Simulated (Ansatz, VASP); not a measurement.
**One calculation of GaSb3, two programs**

```xyz
4
Lattice="3.0319 0.0000 0.0000 0.0000 3.1951 0.0000 0.0000 0.0000 11.2102" Properties=species:S:1:pos:R:3 pbc="T T T"
Ga    0.0000    0.0000    0.0000
Sb    0.0000    1.5975    2.6447
Sb    0.0000    0.0000    5.6051
Sb    0.0000    1.5975    8.5655
```

Change from the starting cell: species swapped into the Sn3Pb type (Pmmm, No. 47).

Alike in both runs: functional PBE; k mesh 12 × 10 × 4; occupations gaussian, width 0.1 eV; no spin polarisation.

Ansatz relaxed the structure, and its values are those at the end. VASP's run is a single point on that final structure, the one shown.

```csv
,VASP,Ansatz
version,VASP 6.6.1,Ansatz 0.2.0
potentials or method,"VASP PAW PBE potentials, release 64 (Ga_d, Sb), cutoff 520 eV","scalar-relativistic, plane waves, PAW"
valence electrons in the cell,28,58
```

```csv
,VASP,Ansatz,Ansatz less VASP
gap on the k mesh at the Fermi level (eV),none,none,-
pressure (GPa),0.0,0.0,+0.03
```

A gap of «none» marks a metal or a gap that the smearing closes. The functional is the same, so the differences come from potentials, cutoffs and numerics. VASP's potentials hold 28 valence electrons a cell and Ansatz's 58, so a difference there can come from the potentials and not from the codes.

Neither program's run includes spin-orbit coupling.
